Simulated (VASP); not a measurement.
# ZnS (P6_3mc) in VASP: notebook

The runs below take ZnS through single point, with PBE.

Everything below comes from runs of VASP 6.6.1. Logs are shortened: lines on timing, memory, paths and dates and some standing lists are left out, and cuts for length are marked.

### Step 1. The cell of the first run

The structure is hexagonal, space group P6_3mc (No. 186). The conventional cell has a = 3.847 Å, b = 3.847 Å, c = 12.213 Å, α = 90.00°, β = 90.00°, γ = 120.00°. Within 3.0 Å of Zn (site symmetry 3m) lie 4 S at 2.29 to 2.35 Å. Within 3.0 Å of Zn (site symmetry 3m) lie 4 S at 2.29 to 2.35 Å. S (site symmetry 3m) has 4 Zn at 2.29 to 2.35 Å within 3.0 Å. Within 3.0 Å of S (site symmetry 3m) lie 4 Zn at 2.29 to 2.35 Å.

### Step 2. Single point, PBE (strain +0.000 along x and y, -0.030 along z)

Input file INCAR:

```
SYSTEM = ZnS
  PREC = Accurate
  ENCUT = 520
  EDIFF = 1E-7
  ISMEAR = 0
  SIGMA = 0.05
  LREAL = .False.
  LASPH = .True.
  NELM = 60
  ALGO = Normal
  ISIF = 2
  LWAVE = .False.
  LCHARG = .False.
  GGA = PE
  NBANDS = 46
```

Input file KPOINTS:

```
Automatic mesh
0
Gamma
  12 12 2
  0 0 0
```

Input file POSCAR:

```
ZnS
1.0
    3.8467234434      0.0000000000      0.0000000000
   -1.9233617217      3.3313602233      0.0000000000
    0.0000000000      0.0000000000     12.2125182732
Zn S
4 4
Direct
    0.0000000000      0.0000000000      0.0000503469
    0.0000000000      0.0000000000      0.5000503469
    0.3333333333      0.6666666667      0.2500245137
    0.6666666667      0.3333333333      0.7500245137
    0.0000000000      0.0000000000      0.1872896978
    0.0000000000      0.0000000000      0.6872896978
    0.3333333333      0.6666666667      0.4376354415
    0.6666666667      0.3333333333      0.9376354415
```

Potentials or basis: VASP PAW PBE potentials, release 64 (Zn, S).

Command:

```
$ cat potpaw_PBE.64/Zn/POTCAR potpaw_PBE.64/S/POTCAR > POTCAR
$ mpirun -np 1 vasp_std > vasp.out
```

OUTCAR:

```text
SYSTEM = ZnS
   PREC = Accurate
   ENCUT = 520
   EDIFF = 1E-7
   ISMEAR = 0
   LREAL = .False.
   LASPH = .True.
   NELM = 60
   ISIF = 2
   GGA = PE

 ion  position               nearest neighbor table
   1  0.000  0.000  0.000-   5 2.29   8 2.35   8 2.35   8 2.35
   2  0.000  0.000  0.500-   6 2.29   7 2.35   7 2.35   7 2.35
   3  0.333  0.667  0.250-   7 2.29   5 2.35   5 2.35   5 2.35
   4  0.667  0.333  0.750-   8 2.29   6 2.35   6 2.35   6 2.35
   5  0.000  0.000  0.187-   1 2.29   3 2.35   3 2.35   3 2.35
   6  0.000  0.000  0.687-   2 2.29   4 2.35   4 2.35   4 2.35
   7  0.333  0.667  0.438-   3 2.29   2 2.35   2 2.35   2 2.35
   8  0.667  0.333  0.938-   4 2.29   1 2.35   1 2.35   1 2.35

  LATTYP: Found a hexagonal cell.
 ALAT       =     3.8467234434
 C/A-ratio  =     3.1747845804

  Lattice vectors:

 A1 = (   3.8467234434,   0.0000000000,   0.0000000000)
 A2 = (  -1.9233617217,   3.3313602233,   0.0000000000)
 A3 = (   0.0000000000,   0.0000000000,  12.2125182732)

Analysis of symmetry for initial positions (statically):
=====================================================================
 Subroutine PRICEL returns:
 Original cell was already a primitive cell.

 Routine SETGRP: Setting up the symmetry group for a
 hexagonal supercell.

 Subroutine GETGRP returns: Found 12 space group operations
 (whereof  6 operations were pure point group operations)
 out of a pool of 24 trial point group operations.

The static configuration has the point symmetry C_3v.
 The point group associated with its full space group is C_6v.

Analysis of symmetry for dynamics (positions and initial velocities):
=====================================================================
 Subroutine PRICEL returns:
 Original cell was already a primitive cell.

 Routine SETGRP: Setting up the symmetry group for a
 hexagonal supercell.

 Subroutine GETGRP returns: Found 12 space group operations
 (whereof  6 operations were pure point group operations)
 out of a pool of 24 trial point group operations.

The dynamic configuration has the point symmetry C_3v.
 The point group associated with its full space group is C_6v.

 Subroutine INISYM returns: Found 12 space group operations
 (whereof  6 operations are pure point group operations),
 and found     1 'primitive' translations

----------------------------------------------------------------------------------------

                                     Primitive cell

  volume of cell :     156.5012

  direct lattice vectors                    reciprocal lattice vectors
     3.846723443  0.000000000  0.000000000     0.259961501  0.150088843  0.000000000
    -1.923361722  3.331360223  0.000000000     0.000000000  0.300177685  0.000000000
     0.000000000  0.000000000 12.212518273     0.000000000  0.000000000  0.081883194

  length of vectors
     3.846723443  3.846723443 12.212518273     0.300177685  0.300177685  0.081883194

  position of ions in fractional coordinates (direct lattice)
     0.000000000  0.000000000  0.000050347
     0.000000000  0.000000000  0.500050347
     0.333333333  0.666666667  0.250024514
     0.666666667  0.333333333  0.750024514
     0.000000000  0.000000000  0.187289698
     0.000000000  0.000000000  0.687289698
     0.333333333  0.666666667  0.437635441
     0.666666667  0.333333333  0.937635441

  ion indices of the primitive-cell ions
   primitive index   ion index
                 1           1
                 2           2
                 3           3
                 4           4
                 5           5
                 6           6
                 7           7
                 8           8

----------------------------------------------------------------------------------------

 KPOINTS: Automatic mesh

Automatic generation of k-mesh.
 Grid dimensions read from file:
 generate k-points for:   12   12    2

 Generating k-lattice:

  Cartesian coordinates                     Fractional coordinates (reciprocal lattice)
     0.021663458  0.012507404  0.000000000     0.083333333 -0.000000000  0.000000000
     0.000000000  0.025014807  0.000000000     0.000000000  0.083333333  0.000000000
     0.000000000  0.000000000  0.040941597     0.000000000  0.000000000  0.500000000

  Length of vectors
     0.025014807  0.025014807  0.040941597

  Shift w.r.t. Gamma in fractional coordinates (k-lattice)
     0.000000000  0.000000000  0.000000000

 Subroutine IBZKPT returns following result:
 ===========================================

 Found     38 irreducible k-points:

 Following reciprocal coordinates:
            Coordinates               Weight
  0.000000  0.000000  0.000000      1.000000
  0.083333  0.000000  0.000000      6.000000
  0.166667  0.000000  0.000000      6.000000
  0.250000  0.000000  0.000000      6.000000
  0.333333  0.000000  0.000000      6.000000
  0.416667  0.000000  0.000000      6.000000
[... 16 lines left out ...]
  0.250000  0.000000  0.500000      6.000000
  0.333333  0.000000  0.500000      6.000000
 [... further k-points ...]
   k-points           NKPTS =     38   k-points in BZ     NKDIM =     38   number of bands    NBANDS=     46
   number of dos      NEDOS =    301   number of ions     NIONS =      8
   total plane-waves  NPLWV =  86400
   dimension x,y,z NGX =    30 NGY =   30 NGZ =   96
   dimension x,y,z NGXF=    60 NGYF=   60 NGZF=  192
   ions per type =               4   4
   NGX,Y,Z   is equivalent  to a cutoff of  12.97, 12.97, 13.07 a.u.
   NGXF,Y,Z  is equivalent  to a cutoff of  25.93, 25.93, 26.14 a.u.
 SYSTEM =  ZnS
   PREC   = accura    normal or accurate (medium, high low for compatibility)
   ISTART =      0    job   : 0-new  1-cont  2-samecut
   ICHARG =      2    charge: 1-file 2-atom 10-const
   ISPIN  =      1    spin polarized calculation?
   LNONCOLLINEAR =      F non collinear calculations
   LSORBIT =      F    spin-orbit coupling
   LASPH  =      T    aspherical Exc in radial PAW
   ENCUT  =  520.0 eV  38.22 Ry    6.18 a.u.   7.15  7.15 22.71*2*pi/ulx,y,z
   NELM   =     60;   NELMIN=  2; NELMDL= -5     # of ELM steps
   EDIFF  = 0.1E-06   stopping-criterion for ELM
   LREAL  =      F    real-space projection
   EDIFFG = 0.1E-05   stopping-criterion for IOM
   NSW    =      0    number of steps for IOM
   IBRION =     -1    ionic relax: 0-MD 1-quasi-New 2-CG
   NFREE  =      0    steps in history (QN), initial steepest desc. (CG)
   ISIF   =      2    stress and relaxation
   ISYM   =      2    0-nonsym 1-usesym 2-fastsym
   POTIM  = 0.5000    time-step for ionic-motion
   TEBEG  =    0.0;   TEEND  =   0.0 temperature during run
   PSTRESS=    0.0 pullay stress
   NELECT =      72.0000    total number of electrons
   NUPDOWN=      -1.0000    fix difference up-down
   EMIN   =  10.00;   EMAX   =-10.00  energy-range for DOS
   EFERMI =   0.00;   METHOD = LEGACY
   ISMEAR =     0;   SIGMA  =   0.05  broadening in eV -4-tet -1-fermi 0-gaus
   EFERMI_NEDOS =   21; number of points for ismear=-14 and -15
   IALGO  =     38    algorithm
   IMIX   =      4    mixing-type and parameters
     AMIX     =   0.40;   BMIX     =  1.00
     AMIX_MAG =   1.60;   BMIX_MAG =  1.00
  volume/ion in A,a.u.               =      19.56       132.02
  Fermi-wavevector in a.u.,A,eV,Ry     =   1.263804  2.388243 21.731234  1.597201
  Thomas-Fermi vector in A             =   2.397142
   LORBIT       =      0    0 simple, 1 ext, 2 COOP (PROOUT), +10 PAW based schemes
   GGA     = PE    functional components
   LHFCALC =     F    Hartree Fock is set to
   AEXX    =    0.0000 exact exchange contribution
   IVDW    =     0    specifies the selected vdW correction
   LEPSILON=     F    determine dielectric tensor
   LRPA    =     F    only Hartree local field effects (RPA)
 non-spin polarized calculation
 Gauss-broadening in eV      SIGMA  =   0.05
  energy-cutoff  :      520.00
  volume of cell :      156.50
 maximum number of plane-waves:      4251
 NGX is ok and might be reduce to    30
   NGX = 15   NGY = 15   NGZ = 45

 number of electron      72.0000008 magnetization

 Free energy of the ion-electron system (eV)
  ---------------------------------------------------
  ext. energy  EPLUGINS =         0.00000000
  ---------------------------------------------------
  free energy    TOTEN  =       -27.31514648 eV

  energy without entropy =      -27.31514648  energy(sigma->0) =      -27.31514648

 E-fermi :   2.4124     XC(G=0):  -9.6650

 val. band max:        2.2159080376   @ k =   0.0000   0.0000   0.0000
 cond. band min:       4.3853096783   @ k =   0.0000   0.0000   0.0000
 fundamental gap:      2.1694016407
 Fermi energy:         2.4124428608

 k-point     1 :       0.0000    0.0000    0.0000
  band No.  band energies     occupation
      1     -11.0209      2.00000
      2     -10.5667      2.00000
      3     -10.5534      2.00000
      4     -10.0060      2.00000
      5      -4.1974      2.00000
      6      -4.1843      2.00000
[... 38 lines left out ...]
     45       8.9784      0.00000
     46       9.1913      0.00000

 k-point     2 :       0.0833    0.0000    0.0000
  band No.  band energies     occupation
      1     -10.9748      2.00000
      2     -10.5293      2.00000
      3     -10.5159      2.00000
      4      -9.9827      2.00000
      5      -4.1908      2.00000
      6      -4.1848      2.00000
[... 38 lines left out ...]
     45       8.9138      0.00000
     46       9.0047      0.00000

 k-point     3 :       0.1667    0.0000    0.0000
  band No.  band energies     occupation
      1     -10.8425      2.00000
      2     -10.4240      2.00000
      3     -10.4105      2.00000
      4      -9.9203      2.00000
      5      -4.1994      2.00000
      6      -4.1809      2.00000
[... 1018 lines left out ...]
     45       9.4174      0.00000
     46       9.4175      0.00000

 k-point    24 :       0.3333    0.0000    0.5000
  band No.  band energies     occupation
      1     -10.3239      2.00000
      2     -10.3239      2.00000
      3      -9.8741      2.00000
      4      -9.8741      2.00000
      5      -4.1960      2.00000
      6      -4.1960      2.00000
[... 38 lines left out ...]
     45       9.5730      0.00000
     46       9.5730      0.00000

 [... further k-points ...]
[... 5 lines left out ...]
  --------------------------------------------------------------------------------------
  -------------------------------------------------------------------------------------
  Total        1.0184455      1.0184455      5.5115308      0.0000000      0.0000000      0.0000000
  in kB       10.4263090     10.4263090     56.4241513      0.0000000      0.0000000      0.0000000
  external PRESSURE =      25.7589231 kB  Pullay stress =       0.0000000 kB

 VOLUME and BASIS-vectors are now :
 -----------------------------------------------------------------------------
  energy-cutoff  :      520.00
  volume of cell :      156.50
      direct lattice vectors                 reciprocal lattice vectors
     3.846723443  0.000000000  0.000000000     0.259961501  0.150088843  0.000000000
    -1.923361722  3.331360223  0.000000000     0.000000000  0.300177685  0.000000000
     0.000000000  0.000000000 12.212518273     0.000000000  0.000000000  0.081883194

 POSITION                                       TOTAL-FORCE (eV/Angst)
 -----------------------------------------------------------------------------------
      0.00000      0.00000      0.00061         0.000000      0.000000     -0.232451
      0.00000      0.00000      6.10687        -0.000000     -0.000000     -0.232451
     -0.00000      2.22091      3.05343         0.000000      0.000000     -0.231283
      1.92336      1.11045      9.15969         0.000000      0.000000     -0.231283
      0.00000      0.00000      2.28728        -0.000000     -0.000000      0.226741
      0.00000      0.00000      8.39354         0.000000      0.000000      0.226741
     -0.00000      2.22091      5.34463         0.000000      0.000000      0.236994
      1.92336      1.11045     11.45089         0.000000      0.000000      0.236994
 -----------------------------------------------------------------------------------
    total drift:                               -0.000000     -0.000001      0.000924

  FREE ENERGIE OF THE ION-ELECTRON SYSTEM (eV)
  ---------------------------------------------------
  free  energy   TOTEN  =       -27.3151464810 eV

  energy  without entropy=      -27.3151464809  energy(sigma->0) =      -27.31514648
```

Run time: 4.6 min. Hardware: 1 thread of Intel Xeon Platinum 8559C (Emerald Rapids), shared host; peak memory 0.38 GiB.

What came out:

| Property | Result |
| --- | --- |
| Free energy | -27.3151 eV |
| Pressure | 2.6 GPa |
| Largest force | 0.237 eV/Å |
| Band gap on the k mesh | 2.17 eV, direct |

Forces on the atoms (eV/Å):
```
Zn   0.000  0.000 -0.232
Zn   0.000  0.000 -0.232
Zn   0.000  0.000 -0.231
Zn   0.000  0.000 -0.231
S    0.000  0.000  0.227
S    0.000  0.000  0.227
S    0.000  0.000  0.237
S    0.000  0.000  0.237
```

Levels at points of the mesh, in eV from the valence-band top:
| k point | band 33 | band 34 | band 35 | band 36 | band 37 | band 38 | band 39 | band 40 |
| --- | --- | --- | --- | --- | --- | --- | --- | --- |
| (0.00, 0.00, 0.00) | -0.57 | -0.06 | -0.06 | 0.00 | 2.17 | 2.99 | 3.26 | 3.55 |
| (0.50, 0.00, 0.00) | -1.68 | -1.53 | -1.10 | -0.88 | 3.32 | 3.38 | 3.66 | 4.28 |
| (0.00, 0.00, 0.50) | -0.22 | -0.22 | -0.22 | -0.22 | 2.97 | 2.97 | 3.15 | 3.15 |
| (0.50, 0.00, 0.50) | -1.52 | -1.52 | -1.13 | -1.13 | 3.62 | 3.62 | 4.03 | 4.03 |

Caveat: the cell differs from its parent crystal (strain +0.000 along x and y, -0.030 along z).

(Continued in part 2 of 4.)
